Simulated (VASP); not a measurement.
Here is a VASP 6.6.1 calculation.

The input INCAR:

```
PREC = Accurate ; ENCUT = 520
EDIFF = 1E-7 ; ISMEAR = 0
SIGMA = 0.1 ; LREAL = Auto
LASPH = T ; NELM = 60
ALGO = Normal ; ISIF = 2
LWAVE = F ; LCHARG = F
LDIPOL = T ; IDIPOL = 3
DIPOL = 0.5 0.5 0.456 ; GGA = PE
IVDW = 12 ; NBANDS = 131
```

The input KPOINTS:

```
Automatic mesh
0
Gamma
  4 4 1
```

The input POSCAR:

```
HRu16Cl
1.0
    5.3951895485      0.0000000000      0.0000000000
   -2.6975947742      4.6723712072      0.0000000000
    0.0000000000      0.0000000000     25.6815269945
Ru Cl H
16 1 1
Direct
    0.3333333333      0.1666666667      0.3115079567
    0.3333333334      0.6666666667      0.3115079567
    0.8333333333      0.1666666667      0.3115079567
    0.8333333334      0.6666666667      0.3115079567
    0.1666666667      0.3333333333      0.3945602222
    0.1666666667      0.8333333333      0.3945602222
    0.6666666667      0.3333333333      0.3945602222
    0.6666666667      0.8333333333      0.3945602222
    0.3323735345      0.1662262890      0.4773159227
    0.3311555972      0.6623111944      0.4777187960
    0.8338527544      0.1662262890      0.4773159227
    0.8344505223      0.6689010446      0.4793155535
    0.1564938717      0.3129877434      0.5584140297
    0.1691466424      0.8406955521      0.5597791270
    0.6651793265      0.3303586529      0.5577703565
    0.6715489097      0.8406955521      0.5597791270
    0.5374888137      1.0749776274      0.6383257160
    0.3016961475      0.6033922950      0.5978129836
```

Potentials or basis: VASP PAW PBE potentials, release 64 (Ru_pv, Cl, H).

Launch:

```console
$ cat potpaw_PBE.64/Ru_pv/POTCAR potpaw_PBE.64/Cl/POTCAR potpaw_PBE.64/H/POTCAR > POTCAR
$ mpirun -np 1 vasp_std > vasp.out
```

Problem. What does it give for the band gap on the k mesh?

Solution. Zero (bands 116 and 117 overlap by 1.18 eV).

Problem. Predict the largest force.

Solution. 0.926 eV/Å.

Forces in eV/Å, atoms in the order of the input:
```
Ru   0.097  0.038  0.668
Ru   0.000  0.047  0.496
Ru  -0.097  0.038  0.668
Ru   0.000 -0.091  0.760
Ru   0.000  0.007 -0.461
Ru   0.013 -0.077 -0.619
Ru   0.000  0.111 -0.920
Ru  -0.013 -0.077 -0.619
Ru   0.002  0.003 -0.001
Ru   0.000  0.002 -0.001
Ru  -0.002  0.003 -0.001
Ru   0.000  0.003 -0.005
Ru   0.000 -0.009  0.001
Ru  -0.001 -0.002  0.009
Ru   0.000 -0.008  0.021
Ru   0.001 -0.002  0.009
Cl   0.000  0.004 -0.013
H    0.000  0.010  0.008
```
